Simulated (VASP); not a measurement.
# GeCl3 (Pm-3n) in VASP: a series of runs

The runs below take GeCl3 through single point, with PBE.

All numbers are computed with VASP 6.6.1; they aren't measurements. Logs are shortened: lines on timing, memory, paths and dates and some standing lists are left out, and cuts for length are marked.

### Step 1. The cell of the first run

The structure is cubic, space group Pm-3n (No. 223). Conventional cell: a = 5.707 Å, b = 5.707 Å, c = 5.707 Å, α = 90.00°, β = 90.00°, γ = 90.00°. Within 4.2 Å of Ge (site symmetry m-3) lie 12 Cl at 3.19 Å. Cl (site symmetry -4m2) has 10 Cl at 2.85 to 3.49 Å and 4 Ge at 3.19 Å within 3.8 Å.

The cell was generated, and may not be a known phase.

### Step 2. Single point, PBE

INCAR reads:

```
  PREC = Accurate
  ENCUT = 520
  EDIFF = 1E-6
  ISMEAR = 0
  SIGMA = 0.1
  LREAL = F
  LASPH = T
  NELM = 80
  ALGO = Normal
  ISIF = 2
  LWAVE = F
  LCHARG = T
  GGA = PE
  LELF = T
  LVHAR = T
  NBANDS = 45
```

KPOINTS reads:

```
regular mesh
0
Gamma
  4 4 4
```

POSCAR reads:

```
GeCl3
1.0
    5.7066290400      0.0000000000      0.0000000000
    0.0000000000      5.7066290400      0.0000000000
    0.0000000000      0.0000000000      5.7066290400
Ge Cl
2 6
Direct
    0.0000000000      0.0000000000      0.0000000000
    0.5000000000      0.5000000000      0.5000000000
    0.2500000000      0.0000000000      0.5000000000
    0.5000000000      0.7500000000      0.0000000000
    0.7500000000      0.0000000000      0.5000000000
    0.5000000000      0.2500000000      0.0000000000
    0.0000000000      0.5000000000      0.7500000000
    0.0000000000      0.5000000000      0.2500000000
```

Potentials or basis: VASP PAW PBE potentials, release 64 (Ge_d, Cl).

The run is started by

```
> cat potpaw_PBE.64/Ge_d/POTCAR potpaw_PBE.64/Cl/POTCAR > POTCAR
> mpirun -np 1 vasp_std > vasp.out
```

OUTCAR:

```text
PREC = Accurate
   ENCUT = 520
   EDIFF = 1E-6
   ISMEAR = 0
   LREAL = F
   LASPH = T
   NELM = 80
   ISIF = 2
   GGA = PE

 ion  position               nearest neighbor table
   1  0.000  0.000  0.000-
   2  0.500  0.500  0.500-
   3  0.250  0.000  0.500-
   4  0.500  0.750  0.000-
   5  0.750  0.000  0.500-
   6  0.500  0.250  0.000-
   7  0.000  0.500  0.750-
   8  0.000  0.500  0.250-

  LATTYP: Found a simple cubic cell.
 ALAT       =     5.7066290400

  Lattice vectors:

 A1 = (   5.7066290400,   0.0000000000,   0.0000000000)
 A2 = (   0.0000000000,   5.7066290400,   0.0000000000)
 A3 = (   0.0000000000,   0.0000000000,   5.7066290400)

Analysis of symmetry for initial positions (statically):
=====================================================================
 Subroutine PRICEL returns:
 Original cell was already a primitive cell.

 Routine SETGRP: Setting up the symmetry group for a
 simple cubic supercell.

 Subroutine GETGRP returns: Found 48 space group operations
 (whereof 24 operations were pure point group operations)
 out of a pool of 48 trial point group operations.

The static configuration has the point symmetry T_h .
 The point group associated with its full space group is O_h .

Analysis of symmetry for dynamics (positions and initial velocities):
=====================================================================
 Subroutine PRICEL returns:
 Original cell was already a primitive cell.

 Routine SETGRP: Setting up the symmetry group for a
 simple cubic supercell.

 Subroutine GETGRP returns: Found 48 space group operations
 (whereof 24 operations were pure point group operations)
 out of a pool of 48 trial point group operations.

The dynamic configuration has the point symmetry T_h .
 The point group associated with its full space group is O_h .

 Subroutine INISYM returns: Found 48 space group operations
 (whereof 24 operations are pure point group operations),
 and found     1 'primitive' translations

----------------------------------------------------------------------------------------

                                     Primitive cell

  volume of cell :     185.8399

  direct lattice vectors                    reciprocal lattice vectors
     5.706629040  0.000000000  0.000000000     0.175234800  0.000000000  0.000000000
     0.000000000  5.706629040  0.000000000     0.000000000  0.175234800  0.000000000
     0.000000000  0.000000000  5.706629040     0.000000000  0.000000000  0.175234800

  length of vectors
     5.706629040  5.706629040  5.706629040     0.175234800  0.175234800  0.175234800

  position of ions in fractional coordinates (direct lattice)
     0.000000000  0.000000000  0.000000000
     0.500000000  0.500000000  0.500000000
     0.250000000  0.000000000  0.500000000
     0.500000000  0.750000000  0.000000000
     0.750000000  0.000000000  0.500000000
     0.500000000  0.250000000  0.000000000
     0.000000000  0.500000000  0.750000000
     0.000000000  0.500000000  0.250000000

  ion indices of the primitive-cell ions
   primitive index   ion index
                 1           1
                 2           2
                 3           3
                 4           4
                 5           5
                 6           6
                 7           7
                 8           8

----------------------------------------------------------------------------------------

 KPOINTS: regular mesh

Automatic generation of k-mesh.
 Grid dimensions read from file:
 generate k-points for:    4    4    4

 Generating k-lattice:

  Cartesian coordinates                     Fractional coordinates (reciprocal lattice)
     0.043808700  0.000000000  0.000000000     0.250000000  0.000000000  0.000000000
     0.000000000  0.043808700  0.000000000     0.000000000  0.250000000  0.000000000
     0.000000000  0.000000000  0.043808700     0.000000000  0.000000000  0.250000000

  Length of vectors
     0.043808700  0.043808700  0.043808700

  Shift w.r.t. Gamma in fractional coordinates (k-lattice)
     0.000000000  0.000000000  0.000000000

 Subroutine IBZKPT returns following result:
 ===========================================

 Found     10 irreducible k-points:

 Following reciprocal coordinates:
            Coordinates               Weight
  0.000000  0.000000  0.000000      1.000000
  0.250000  0.000000  0.000000      6.000000
  0.500000  0.000000  0.000000      3.000000
  0.250000  0.250000  0.000000     12.000000
  0.500000  0.250000  0.000000     12.000000
  0.500000  0.500000  0.000000      3.000000
  0.250000  0.250000  0.250000      8.000000
  0.500000  0.250000  0.250000     12.000000
  0.500000  0.500000  0.250000      6.000000
  0.500000  0.500000  0.500000      1.000000
   k-points           NKPTS =     10   k-points in BZ     NKDIM =     10   number of bands    NBANDS=     45
   number of dos      NEDOS =    301   number of ions     NIONS =      8
   total plane-waves  NPLWV =  74088
   dimension x,y,z NGX =    42 NGY =   42 NGZ =   42
   dimension x,y,z NGXF=    84 NGYF=   84 NGZF=   84
   ions per type =               2   6
   NGX,Y,Z   is equivalent  to a cutoff of  12.24, 12.24, 12.24 a.u.
   NGXF,Y,Z  is equivalent  to a cutoff of  24.47, 24.47, 24.47 a.u.
 SYSTEM =  unknown system
   PREC   = accura    normal or accurate (medium, high low for compatibility)
   ISTART =      0    job   : 0-new  1-cont  2-samecut
   ICHARG =      2    charge: 1-file 2-atom 10-const
   ISPIN  =      1    spin polarized calculation?
   LNONCOLLINEAR =      F non collinear calculations
   LSORBIT =      F    spin-orbit coupling
   LASPH  =      T    aspherical Exc in radial PAW
   ENCUT  =  520.0 eV  38.22 Ry    6.18 a.u.  10.61 10.61 10.61*2*pi/ulx,y,z
   NELM   =     80;   NELMIN=  2; NELMDL= -5     # of ELM steps
   EDIFF  = 0.1E-05   stopping-criterion for ELM
   LREAL  =      F    real-space projection
   EDIFFG = 0.1E-04   stopping-criterion for IOM
   NSW    =      0    number of steps for IOM
   IBRION =     -1    ionic relax: 0-MD 1-quasi-New 2-CG
   NFREE  =      0    steps in history (QN), initial steepest desc. (CG)
   ISIF   =      2    stress and relaxation
   ISYM   =      2    0-nonsym 1-usesym 2-fastsym
   POTIM  = 0.5000    time-step for ionic-motion
   TEBEG  =    0.0;   TEEND  =   0.0 temperature during run
   PSTRESS=    0.0 pullay stress
   NELECT =      70.0000    total number of electrons
   NUPDOWN=      -1.0000    fix difference up-down
   EMIN   =  10.00;   EMAX   =-10.00  energy-range for DOS
   EFERMI =   0.00;   METHOD = LEGACY
   ISMEAR =     0;   SIGMA  =   0.10  broadening in eV -4-tet -1-fermi 0-gaus
   EFERMI_NEDOS =   21; number of points for ismear=-14 and -15
   IALGO  =     38    algorithm
   IMIX   =      4    mixing-type and parameters
     AMIX     =   0.40;   BMIX     =  1.00
     AMIX_MAG =   1.60;   BMIX_MAG =  1.00
  volume/ion in A,a.u.               =      23.23       156.76
  Fermi-wavevector in a.u.,A,eV,Ry     =   1.182300  2.234224 19.018692  1.397834
  Thomas-Fermi vector in A             =   2.318557
   LORBIT       =      0    0 simple, 1 ext, 2 COOP (PROOUT), +10 PAW based schemes
   GGA     = PE    functional components
   LHFCALC =     F    Hartree Fock is set to
   AEXX    =    0.0000 exact exchange contribution
   IVDW    =     0    specifies the selected vdW correction
   LEPSILON=     F    determine dielectric tensor
   LRPA    =     F    only Hartree local field effects (RPA)
 non-spin polarized calculation
 Gauss-broadening in eV      SIGMA  =   0.10
  energy-cutoff  :      520.00
  volume of cell :      185.84
 maximum number of plane-waves:      5056
   NGX = 21   NGY = 21   NGZ = 21

 number of electron      69.9999983 magnetization

 Free energy of the ion-electron system (eV)
  ---------------------------------------------------
  ext. energy  EPLUGINS =         0.00000000
  ---------------------------------------------------
  free energy    TOTEN  =       -20.93760432 eV

  energy without entropy =      -20.89072580  energy(sigma->0) =      -20.91416506

 E-fermi :   2.1478     XC(G=0):  -9.3517

 val. band max:        2.1201264409   @ k =   0.2500   0.2500   0.0000
 cond. band min:       2.9316870235   @ k =   0.0000   0.0000   0.0000
 fundamental gap:      0.8115605826
 Fermi energy:         2.1477876983

 k-point     1 :       0.0000    0.0000    0.0000
  band No.  band energies     occupation
      1     -23.2880      2.00000
      2     -23.2880      2.00000
      3     -23.2880      2.00000
      4     -23.2878      2.00000
      5     -23.2878      2.00000
      6     -23.2877      2.00000
[... 37 lines left out ...]
     44      11.7831      0.00000
     45      11.7988      0.00000

 k-point     2 :       0.2500    0.0000    0.0000
  band No.  band energies     occupation
      1     -23.2880      2.00000
      2     -23.2880      2.00000
      3     -23.2880      2.00000
      4     -23.2878      2.00000
      5     -23.2878      2.00000
      6     -23.2878      2.00000
[... 37 lines left out ...]
     44      11.7561      0.00000
     45      11.8412      0.00000

 k-point     3 :       0.5000    0.0000    0.0000
  band No.  band energies     occupation
      1     -23.2879      2.00000
      2     -23.2879      2.00000
      3     -23.2879      2.00000
      4     -23.2879      2.00000
      5     -23.2879      2.00000
      6     -23.2879      2.00000
[... 37 lines left out ...]
     44      11.1128      0.00000
     45      11.4739      0.00000

 k-point     4 :       0.2500    0.2500    0.0000
  band No.  band energies     occupation
      1     -23.2881      2.00000
      2     -23.2880      2.00000
      3     -23.2879      2.00000
      4     -23.2879      2.00000
      5     -23.2879      2.00000
      6     -23.2877      2.00000
[... 37 lines left out ...]
     44      11.1210      0.00000
     45      11.6734      0.00000

 k-point     5 :       0.5000    0.2500    0.0000
  band No.  band energies     occupation
      1     -23.2881      2.00000
      2     -23.2880      2.00000
      3     -23.2880      2.00000
      4     -23.2879      2.00000
      5     -23.2877      2.00000
      6     -23.2877      2.00000
[... 37 lines left out ...]
     44      10.8772      0.00000
     45      11.3880      0.00000

 k-point     6 :       0.5000    0.5000    0.0000
  band No.  band energies     occupation
      1     -23.2882      2.00000
      2     -23.2881      2.00000
      3     -23.2880      2.00000
      4     -23.2880      2.00000
      5     -23.2877      2.00000
      6     -23.2877      2.00000
[... 37 lines left out ...]
     44      10.7356      0.00000
     45      10.7356      0.00000

 k-point     7 :       0.2500    0.2500    0.2500
  band No.  band energies     occupation
      1     -23.2880      2.00000
      2     -23.2880      2.00000
      3     -23.2880      2.00000
      4     -23.2878      2.00000
      5     -23.2878      2.00000
      6     -23.2878      2.00000
[... 37 lines left out ...]
     44      11.2853      0.00000
     45      11.6294      0.00000

 k-point     8 :       0.5000    0.2500    0.2500
  band No.  band energies     occupation
      1     -23.2881      2.00000
      2     -23.2881      2.00000
      3     -23.2879      2.00000
      4     -23.2879      2.00000
      5     -23.2878      2.00000
      6     -23.2878      2.00000
[... 37 lines left out ...]
     44      10.7895      0.00000
     45      11.8997      0.00000

 k-point     9 :       0.5000    0.5000    0.2500
  band No.  band energies     occupation
      1     -23.2881      2.00000
      2     -23.2881      2.00000
      3     -23.2880      2.00000
      4     -23.2880      2.00000
      5     -23.2878      2.00000
      6     -23.2878      2.00000
[... 37 lines left out ...]
     44      11.0864      0.00000
     45      11.0864      0.00000

 k-point    10 :       0.5000    0.5000    0.5000
  band No.  band energies     occupation
      1     -23.2879      2.00000
      2     -23.2879      2.00000
      3     -23.2879      2.00000
      4     -23.2879      2.00000
      5     -23.2879      2.00000
      6     -23.2879      2.00000
[... 37 lines left out ...]
     44      11.5602      0.00000
     45      11.5602      0.00000

------------------------ aborting loop because EDIFF is reached ----------------------------------------

  FORCE on cell =-STRESS in cart. coord.  units (eV):
  Direction    XX          YY          ZZ          XY          YZ          ZX
  --------------------------------------------------------------------------------------
  -------------------------------------------------------------------------------------
  Total       -4.6568123     -4.6568123     -4.6568123     -0.0000000      0.0000000     -0.0000000
  in kB      -40.1476740    -40.1476740    -40.1476740     -0.0000000      0.0000000     -0.0000000
  external PRESSURE =     -40.1476740 kB  Pullay stress =       0.0000000 kB

 VOLUME and BASIS-vectors are now :
 -----------------------------------------------------------------------------
  energy-cutoff  :      520.00
  volume of cell :      185.84
      direct lattice vectors                 reciprocal lattice vectors
     5.706629040  0.000000000  0.000000000     0.175234800  0.000000000  0.000000000
     0.000000000  5.706629040  0.000000000     0.000000000  0.175234800  0.000000000
     0.000000000  0.000000000  5.706629040     0.000000000  0.000000000  0.175234800

 POSITION                                       TOTAL-FORCE (eV/Angst)
 -----------------------------------------------------------------------------------
      0.00000      0.00000      0.00000        -0.000000     -0.000000      0.000000
      2.85331      2.85331      2.85331        -0.000000     -0.000000      0.000000
      1.42666      0.00000      2.85331         0.000000      0.000000     -0.000000
      2.85331      4.27997      0.00000        -0.000000     -0.000000     -0.000000
      4.27997      0.00000      2.85331        -0.000000     -0.000000      0.000000
      2.85331      1.42666      0.00000         0.000000      0.000000      0.000000
      0.00000      2.85331      4.27997        -0.000000      0.000000     -0.000000
      0.00000      2.85331      1.42666         0.000000     -0.000000      0.000000
 -----------------------------------------------------------------------------------
    total drift:                                0.000000     -0.000000     -0.000000

  FREE ENERGIE OF THE ION-ELECTRON SYSTEM (eV)
  ---------------------------------------------------
  free  energy   TOTEN  =       -20.9376043184 eV

  energy  without entropy=      -20.8907257968  energy(sigma->0) =      -20.91416506
```

It took 1.8 min on 1 thread of Oxide Virtual Turin-like, shared host; peak memory 0.24 GiB.

What came out:

- Free energy: -20.9376 eV
- Pressure: -4.0 GPa
- Band gap on the k mesh: zero (bands 35 and 36 overlap by 2.04 eV)

Levels at points of the mesh, in eV from the Fermi level:
```
           k point  band 31  band 32  band 33  band 34  band 35  band 36  band 37  band 38  band 39  band 40
(0.00, 0.00, 0.00)    -0.97    -0.97    -0.97     0.78     0.78     0.78     2.79     2.79     2.79     2.95
(0.50, 0.00, 0.00)    -1.38    -1.38    -0.82    -0.82     0.82     0.82     2.12     2.12     3.14     3.14
(0.50, 0.50, 0.00)    -0.98    -0.98    -0.79    -0.79    -0.66     0.85     1.81     2.29     2.37     2.82
(0.50, 0.50, 0.50)    -1.27    -1.27    -1.22    -1.22    -1.22    -1.22     2.50     2.50     2.50     2.50
```

Caveat: the cell stands under tension.

### Step 3. Single point, PBE

This run uses another cell than the first one, of 20.74 Å³/atom.

INCAR reads:

```
ALGO     = Fast           # electronic algorithm
EDIFF    = 1E-7           # SCF threshold, eV
ENCUT    = 520            # plane-wave cutoff, eV
GGA      = PE             # functional
ISIF     = 2              # what is computed and relaxed
ISMEAR   = 0              # smearing method
LASPH    = T              # aspherical terms in the spheres
LCHARG   = F              # write CHGCAR
LREAL    = F              # projectors in reciprocal space
LWAVE    = F              # write WAVECAR
NBANDS   = 45             # bands
NELM     = 100            # most SCF steps
PREC     = Accurate       # precision mode
SIGMA    = 0.1            # smearing width, eV
```

KPOINTS reads:

```
k-points
0
Gamma
  8 8 8
```

Changes to POSCAR since step 2:

```diff
@@ -2,5 +2,5 @@
 1.0
-    5.7066290400      0.0000000000      0.0000000000
-    0.0000000000      5.7066290400      0.0000000000
-    0.0000000000      0.0000000000      5.7066290400
+    5.4952764242      0.0000000000      0.0000000000
+    0.0000000000      5.4952764242      0.0000000000
+    0.0000000000      0.0000000000      5.4952764242
 Ge Cl
```

Potentials or basis: VASP PAW PBE potentials, release 64 (Ge_d, Cl).

The run is started by

```
> cat potpaw_PBE.64/Ge_d/POTCAR potpaw_PBE.64/Cl/POTCAR > POTCAR
> mpirun -np 1 vasp_std > vasp.out
```

It took 14 min on 1 thread of Oxide Virtual Turin-like, shared host; peak memory 0.34 GiB.

Results (log left out):

```
Free energy            : -21.3147 eV
Pressure               : -0.1 GPa
Band gap on the k mesh : zero (bands 35 and 36 overlap by 2.45 eV)
```

Levels at points of the mesh, in eV from the Fermi level:
```
           k point  band 33  band 34  band 35  band 36  band 37  band 38
(0.00, 0.00, 0.00)    -1.75     0.34     0.34     0.34     2.48     2.48
(0.50, 0.00, 0.00)    -1.57    -1.57     0.39     0.39     1.70     1.70
(0.50, 0.50, 0.00)    -1.53    -1.53    -1.37     0.42     1.33     1.79
(0.50, 0.50, 0.50)    -2.06    -2.06    -2.06    -2.06     2.09     2.09
```

### Step 4. Single point, PBE

This run uses another cell than the first one, of 20.74 Å³/atom.

INCAR reads:

```
SYSTEM = GeCl3
  PREC = Accurate
  ENCUT = 520
  EDIFF = 1E-6
  ISMEAR = 0
  SIGMA = 0.1
  LREAL = .FALSE.
  LASPH = .TRUE.
  NELM = 60
  ALGO = Fast
  ISIF = 2
  LWAVE = .FALSE.
  LCHARG = .FALSE.
  GGA = PE
  NBANDS = 45
```

KPOINTS reads:

```
Automatic mesh
0
G
  8 8 8
  0 0 0
```

POSCAR is that of step 3.

The run is started by

```
> cat potpaw_PBE.64/Ge_d/POTCAR potpaw_PBE.64/Cl/POTCAR > POTCAR
> mpirun -np 1 vasp_std > vasp.out
```

Run time: 12 min. Hardware: 1 thread of Oxide Virtual Turin-like, shared host; peak memory 0.34 GiB.

Results (log left out):

| Property | Result |
| --- | --- |
| Free energy | -21.3147 eV |
| Pressure | -0.1 GPa |
| Band gap on the k mesh | zero (bands 35 and 36 overlap by 2.45 eV) |

Levels at points of the mesh, in eV from the Fermi level:
```
           k point  band 32  band 33  band 34  band 35  band 36  band 37  band 38  band 39
(0.00, 0.00, 0.00)    -1.75    -1.75     0.34     0.34     0.34     2.48     2.48     2.48
(0.50, 0.00, 0.00)    -2.12    -1.57    -1.57     0.39     0.39     1.70     1.70     2.92
(0.50, 0.50, 0.00)    -1.69    -1.53    -1.53    -1.37     0.42     1.33     1.79     1.95
(0.50, 0.50, 0.50)    -2.12    -2.06    -2.06    -2.06    -2.06     2.09     2.09     2.09
```

The gap in the log of VASP goes by the Fermi energy; the results here count the filled bands.